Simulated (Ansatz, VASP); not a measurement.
## GaP in VASP and in Ansatz

```
Ga P
1.0
     0.00000    2.72540    2.80716
     2.72540    0.00000    2.80716
     2.72540    2.72540    0.00000
Ga P
1 1
Direct
  0.00000 0.00000 0.00000
  0.25000 0.25000 0.25000
```

Change from the starting cell: uniaxial_z strain +3.0%.

Alike in both runs: task single point; functional r2SCAN; k mesh 8 × 8 × 8; no spin polarisation.

```csv
,VASP,Ansatz
version,VASP 6.6.1,Ansatz 0.2.0
potentials or method,"VASP PAW PBE potentials, release 64 (Ga_d, P)","plane waves, PAW"
plane-wave cutoff (eV),520,500
occupations,"gaussian, width 0.01 eV",fixed
valence electrons in the cell,18,18
```

Ansatz gave:

* gap on the k mesh at the Fermi level (eV): 1.79
* pressure (GPa): -2.4
* traceless stress, the component that is largest in VASP (GPa): -1.68

Q: Which values does VASP return?

A: gap on the k mesh at the Fermi level (eV): 1.79; pressure (GPa): -2.5; traceless stress, the component that is largest in VASP (GPa): -1.69.

VASP's potentials were made for PBE, not for r2SCAN.
